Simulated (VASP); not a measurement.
Crystal: Li2Se.

```
CELL_PARAMETERS angstrom
0.00000 2.99346 2.99346
2.99346 0.00000 2.99346
2.99346 2.99346 0.00000
ATOMIC_POSITIONS crystal
Li 0.25000 0.25000 0.25000
Li 0.75000 0.75000 0.75000
Se 0.00000 0.00000 0.00000
```

Base run:

* Program: VASP 6.6.1
* Functional: r2SCAN
* Potentials or basis: VASP PAW PBE potentials, release 64 (Li_sv, Se)
* Cutoff: 830 eV
* k mesh: 6 × 6 × 6
* Occupations: gaussian, width 0.01 eV
* Spin: no spin polarisation

Its results: band gap on the k mesh 3.46 eV (least direct gap 4.18 eV); pressure -0.2 GPa.

Problem. The run is repeated on the same cell with these changes: functional from r2SCAN to LDA; potentials or basis from VASP PAW PBE potentials, release 64 (Li_sv, Se) to VASP PAW LDA potentials, release 64 (Li_sv, Se); cutoff from 830 eV to 750 eV. What comes out?

Solution. Band gap on the k mesh 2.80 eV (least direct gap 3.24 eV); pressure -2.3 GPa.

Caveats: the PAW data sets were made with another functional, which shifts forces and pressure a little (at least some runs).

A k mesh can miss the band edges.
